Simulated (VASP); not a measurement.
# Fe2O (Pn-3m) in VASP: single point with PBE

Aim: the single point of Fe2O with PBE.

All numbers are computed with VASP 6.6.1; they aren't measurements. Logs are shortened: lines on timing, memory, paths and dates and some standing lists are left out, and cuts for length are marked.

## 1. The cell of the first run

The structure is cubic, space group Pn-3m (No. 224). The conventional cell has a = 4.272 Å, b = 4.272 Å, c = 4.272 Å, α = 90.00°, β = 90.00°, γ = 90.00°. Within 2.5 Å of Fe (site symmetry -3m) lie 2 O at 1.85 Å. Within 2.5 Å of O (site symmetry -43m) lie 4 Fe at 1.85 Å.

The cell was generated, and may not be a known phase.

## 2. Single point, PBE, collinear spin, ferromagnetic start

Input file INCAR:

```
PREC = Accurate ; ENCUT = 600
EDIFF = 1E-6 ; ISMEAR = 0
SIGMA = 0.1 ; LREAL = F
LASPH = T ; NELM = 200
ALGO = Normal ; ISIF = 2
LWAVE = F ; LCHARG = F
ISPIN = 2 ; MAGMOM = 2.9 2.9 2.9 2.9 0 0
LORBIT = 11 ; LMAXMIX = 4
GGA = PE ; NBANDS = 51
GGA_COMPAT = F
```

Input file KPOINTS:

```
regular mesh
0
Gamma
  10 10 10
```

Input file POSCAR:

```
Fe2O
1.0
    4.2715013520      0.0000000000      0.0000000000
    0.0000000000      4.2715013520      0.0000000000
    0.0000000000      0.0000000000      4.2715013520
Fe O
4 2
Direct
    0.2500000000      0.2500000000      0.2500000000
    0.2500000000      0.7500000000      0.7500000000
    0.7500000000      0.7500000000      0.2500000000
    0.7500000000      0.2500000000      0.7500000000
    0.0000000000      0.0000000000      0.0000000000
    0.5000000000      0.5000000000      0.5000000000
```

Potentials or basis: VASP PAW PBE potentials, release 64 (Fe_sv, O).

The run is started by

```console
$ cat potpaw_PBE.64/Fe_sv/POTCAR potpaw_PBE.64/O/POTCAR > POTCAR
$ mpirun -np 1 vasp_std > vasp.out
```

OUTCAR:

```text
PREC = Accurate
   ENCUT = 600
   EDIFF = 1E-6
   ISMEAR = 0
   LREAL = F
   LASPH = T
   NELM = 200
   ISIF = 2
   ISPIN = 2
   LORBIT = 11
   GGA = PE

 ion  position               nearest neighbor table
   1  0.250  0.250  0.250-   5 1.85   6 1.85
   2  0.250  0.750  0.750-   5 1.85   6 1.85
   3  0.750  0.750  0.250-   5 1.85   6 1.85
   4  0.750  0.250  0.750-   5 1.85   6 1.85
   5  0.000  0.000  0.000-   1 1.85   2 1.85   3 1.85   4 1.85
   6  0.500  0.500  0.500-   1 1.85   2 1.85   3 1.85   4 1.85

  LATTYP: Found a simple cubic cell.
 ALAT       =     4.2715013520

  Lattice vectors:

 A1 = (   4.2715013520,   0.0000000000,   0.0000000000)
 A2 = (   0.0000000000,   4.2715013520,   0.0000000000)
 A3 = (   0.0000000000,   0.0000000000,   4.2715013520)

Analysis of symmetry for initial positions (statically):
=====================================================================
 Subroutine PRICEL returns:
 Original cell was already a primitive cell.

 Routine SETGRP: Setting up the symmetry group for a
 simple cubic supercell.

 Subroutine GETGRP returns: Found 48 space group operations
 (whereof 24 operations were pure point group operations)
 out of a pool of 48 trial point group operations.

The static configuration has the point symmetry T_d .
 The point group associated with its full space group is O_h .

Analysis of symmetry for dynamics (positions and initial velocities):
=====================================================================
 Subroutine PRICEL returns:
 Original cell was already a primitive cell.

 Routine SETGRP: Setting up the symmetry group for a
 simple cubic supercell.

 Subroutine GETGRP returns: Found 48 space group operations
 (whereof 24 operations were pure point group operations)
 out of a pool of 48 trial point group operations.

The dynamic configuration has the point symmetry T_d .
 The point group associated with its full space group is O_h .

Analysis of structural, dynamic, and magnetic symmetry:
=====================================================================
 Subroutine PRICEL returns:
 Original cell was already a primitive cell.

 Routine SETGRP: Setting up the symmetry group for a
 simple cubic supercell.

 Subroutine GETGRP returns: Found 48 space group operations
 (whereof 24 operations were pure point group operations)
 out of a pool of 48 trial point group operations.

The overall configuration has the point symmetry T_d .
[... 142 lines left out ...]
  volume of cell :       77.94
 maximum number of plane-waves:      2624
 NGX is ok and might be reduce to    36
   NGX = 17   NGY = 17   NGZ = 17

 number of electron      76.0000116 magnetization      11.9368065

 Free energy of the ion-electron system (eV)
  ---------------------------------------------------
  ext. energy  EPLUGINS =         0.00000000
  ---------------------------------------------------
  free energy    TOTEN  =       -45.54748554 eV

  energy without entropy =      -45.53484346  energy(sigma->0) =      -45.54116450

 E-fermi :   8.0021     XC(G=0): -11.6157

 val. band max:        8.0013641432   @ k =   0.5000   0.4000   0.3000
 cond. band min:       8.0098121884   @ k =   0.5000   0.4000   0.3000
 fundamental gap:      0.0084480452
 Fermi energy:         8.0021140803

 spin component 1

 k-point     1 :       0.0000    0.0000    0.0000
  band No.  band energies     occupation
      1     -81.0592      1.00000
      2     -81.0506      1.00000
      3     -81.0506      1.00000
      4     -81.0506      1.00000
      5     -47.6187      1.00000
      6     -47.5555      1.00000
[... 1261 lines left out ...]
     49      14.2895      0.00000
     50      15.3943      0.00000

 [... further k-points ...]

 spin component 2

 k-point     1 :       0.0000    0.0000    0.0000
  band No.  band energies     occupation
      1     -77.6496      1.00000
      2     -77.6396      1.00000
      3     -77.6396      1.00000
      4     -77.6396      1.00000
      5     -44.0856      1.00000
      6     -44.0057      1.00000
[... 1261 lines left out ...]
     49      14.9959      0.00000
     50      16.0070      0.00000

 [... further k-points ...]

 [bands above 50 left out]

------------------------ aborting loop because EDIFF is reached ----------------------------------------

  FORCE on cell =-STRESS in cart. coord.  units (eV):
  Direction    XX          YY          ZZ          XY          YZ          ZX
  --------------------------------------------------------------------------------------
  -------------------------------------------------------------------------------------
  Total       -1.0848408     -1.0848408     -1.0848408     -0.0000000     -0.0000000     -0.0000000
  in kB      -22.3015457    -22.3015457    -22.3015457     -0.0000000     -0.0000000     -0.0000000
  external PRESSURE =     -22.3015457 kB  Pullay stress =       0.0000000 kB

 VOLUME and BASIS-vectors are now :
 -----------------------------------------------------------------------------
  energy-cutoff  :      600.00
  volume of cell :       77.94
      direct lattice vectors                 reciprocal lattice vectors
     4.271501352  0.000000000  0.000000000     0.234109723  0.000000000  0.000000000
     0.000000000  4.271501352  0.000000000     0.000000000  0.234109723  0.000000000
     0.000000000  0.000000000  4.271501352     0.000000000  0.000000000  0.234109723

 POSITION                                       TOTAL-FORCE (eV/Angst)
 -----------------------------------------------------------------------------------
      1.06788      1.06788      1.06788        -0.000000     -0.000000     -0.000000
      1.06788      3.20363      3.20363        -0.000000      0.000000     -0.000000
      3.20363      3.20363      1.06788         0.000000      0.000000      0.000000
      3.20363      1.06788      3.20363        -0.000000     -0.000000      0.000000
      0.00000      0.00000      0.00000         0.000000     -0.000000     -0.000000
      2.13575      2.13575      2.13575         0.000000     -0.000000     -0.000000
 -----------------------------------------------------------------------------------
    total drift:                                0.000000      0.000000      0.000000

  FREE ENERGIE OF THE ION-ELECTRON SYSTEM (eV)
  ---------------------------------------------------
  free  energy   TOTEN  =       -45.5474855351 eV

  energy  without entropy=      -45.5348434564  energy(sigma->0) =      -45.54116450

 total charge

# of ion       s       p       d       tot
------------------------------------------
    1        2.151   6.006   5.521  13.678
    2        2.151   6.006   5.521  13.678
    3        2.151   6.006   5.521  13.678
    4        2.151   6.006   5.521  13.678
    5        1.556   3.549   0.000   5.104
    6        1.556   3.549   0.000   5.104
--------------------------------------------------
tot         11.717  31.123  22.082  64.922

 magnetization (x)

# of ion       s       p       d       tot
------------------------------------------
    1        0.021   0.002   2.838   2.861
    2        0.021   0.002   2.838   2.861
    3        0.021   0.002   2.838   2.861
    4        0.021   0.002   2.838   2.861
    5       -0.001   0.109   0.000   0.108
    6       -0.001   0.109   0.000   0.108
--------------------------------------------------
tot          0.081   0.228  11.352  11.662
```

OSZICAR:

```text
N       E                     dE             d eps       ncg     rms          rms(c)
DAV:   1     0.186003575361E+04    0.18600E+04   -0.47111E+04 11424   0.237E+03
DAV:   2     0.148060695609E+03   -0.17120E+04   -0.16643E+04 11424   0.855E+02
DAV:   3    -0.405812488330E+02   -0.18864E+03   -0.17774E+03 14167   0.346E+02
DAV:   4    -0.525028438741E+02   -0.11922E+02   -0.11565E+02 14728   0.105E+02
DAV:   5    -0.529884731679E+02   -0.48563E+00   -0.48418E+00 14880   0.228E+01    0.304E+01
DAV:   6    -0.496899746833E+02    0.32985E+01   -0.72083E+01 15972   0.976E+01    0.437E+01
DAV:   7    -0.454748156580E+02    0.42152E+01   -0.13365E+01 14269   0.531E+01    0.146E+01
DAV:   8    -0.455785140723E+02   -0.10370E+00   -0.17936E+00 15347   0.112E+01    0.893E+00
DAV:   9    -0.455279566259E+02    0.50557E-01   -0.15268E-01 15767   0.392E+00    0.226E+00
DAV:  10    -0.455466869315E+02   -0.18730E-01   -0.25407E-02 14989   0.169E+00    0.637E-01
DAV:  11    -0.455473722733E+02   -0.68534E-03   -0.10009E-02 15859   0.656E-01    0.230E-01
DAV:  12    -0.455475067865E+02   -0.13451E-03   -0.96461E-04 12811   0.284E-01    0.735E-02
DAV:  13    -0.455474922905E+02    0.14496E-04   -0.20427E-04 14344   0.772E-02    0.406E-02
DAV:  14    -0.455474871299E+02    0.51606E-05   -0.14977E-05 12048   0.419E-02    0.171E-02
DAV:  15    -0.455474855350E+02    0.15949E-05   -0.37495E-06 10689   0.180E-02    0.450E-03
DAV:  16    -0.455474855351E+02   -0.12551E-09   -0.50579E-07  6660   0.748E-03
   1 F= -.45547486E+02 E0= -.45541164E+02  d E =-.126421E-01  mag=    11.9368
```

stdout:

```text
POSCAR found type information on POSCAR FeO
 POSCAR found :  2 types and       6 ions
 scaLAPACK will be used
 LDA part: xc-table for (Slater+PW92), standard interpolation
 POSCAR, INCAR and KPOINTS ok, starting setup
 FFT: planning ... GRIDC
 FFT: planning ... GRID_SOFT
 FFT: planning ... GRID
 WAVECAR not read
 entering main loop
```

Run time: 5.5 min. Hardware: 1 thread of AMD EPYC 9R45 (Zen 5), shared host; peak memory 0.46 GiB.

What came out:

```
Free energy                                           : -45.5475 eV
Pressure                                              : -2.2 GPa
Net moment                                            : 11.94 μB per cell
Site moments                                          : Fe +2.86; O +0.11 μB
Valence electrons inside the program's atomic spheres : Fe 13.68; O 5.10
```

Levels at points of the mesh, in eV from the Fermi level:
Spin up:
```tsv
k point	band 40	band 41	band 42	band 43	band 44	band 45	band 46	band 47	band 48	band 49
(0.00, 0.00, 0.00)	-1.66	-1.66	0.09	0.09	0.09	0.77	0.88	0.88	8.15	8.15
(0.50, 0.00, 0.00)	-1.89	-1.72	-1.72	-0.38	-0.38	2.27	2.27	4.18	4.18	7.41
(0.50, 0.50, 0.00)	-1.83	-1.76	-1.76	-0.69	-0.69	1.98	1.98	3.64	3.64	7.12
(0.50, 0.50, 0.50)	-1.74	-0.95	-0.51	-0.51	-0.51	1.83	1.83	1.83	5.14	5.14
```
Spin down:
| k point | band 28 | band 29 | band 30 | band 31 | band 32 | band 33 | band 34 | band 35 | band 36 | band 37 |
| --- | --- | --- | --- | --- | --- | --- | --- | --- | --- | --- |
| (0.00, 0.00, 0.00) | -1.43 | -1.43 | -1.43 | 0.57 | 0.57 | 0.62 | 0.62 | 0.62 | 0.86 | 0.86 |
| (0.50, 0.00, 0.00) | -1.03 | -0.51 | -0.51 | -0.27 | -0.27 | 0.24 | 0.24 | 0.35 | 0.35 | 0.84 |
| (0.50, 0.50, 0.00) | -1.70 | -0.34 | -0.34 | -0.30 | -0.30 | 0.23 | 0.23 | 0.38 | 0.38 | 0.54 |
| (0.50, 0.50, 0.50) | -0.38 | -0.38 | -0.14 | -0.14 | -0.14 | 0.63 | 0.63 | 0.63 | 1.08 | 1.08 |

Caveat: the run started ferromagnetic, and an antiferromagnetic order may lie lower in energy.
